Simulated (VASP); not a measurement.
Input of a VASP 6.6.1 run:

INCAR

```
SYSTEM = TiC
ALGO = Normal ; EDIFF = 1E-8
ENCUT = 520 ; GGA = PE
ISIF = 2 ; ISMEAR = -1
LASPH = .TRUE. ; LCHARG = .FALSE.
LEFG = .TRUE. ; LREAL = .FALSE.
LWAVE = .FALSE. ; NBANDS = 15
NELM = 80 ; PREC = Accurate
SIGMA = 0.02
```

Contents of KPOINTS:

```
k-points
0
G
  17 17 17
  0 0 0
```

POSCAR

```
TiC
1.0
    0.0000000000      2.1640000000      2.1640000000
    2.1640000000      0.0000000000      2.1640000000
    2.1640000000      2.1640000000      0.0000000000
Ti C
1 1
Direct
    0.0000000000      0.0000000000      0.0000000000
    0.5000000000      0.5000000000      0.5000000000
```

Potentials or basis: VASP PAW PBE potentials, release 64 (Ti_sv, C).

Run with:

```sh
$ cat potpaw_PBE.64/Ti_sv/POTCAR potpaw_PBE.64/C/POTCAR > POTCAR
$ mpirun -np 1 vasp_std > vasp.out
```

(1) Predict the band gap on the k mesh.

(2) What does it give for the pressure?

Answers

(1) zero (band 8 reaches 10.13 eV, above the bottom of band 9 at 9.04 eV).

(2) 1.1 GPa.

Caveat: without QUAD_EFG the Cq values of the log hold for a quadrupole moment of 1 mb, not for the nuclei.
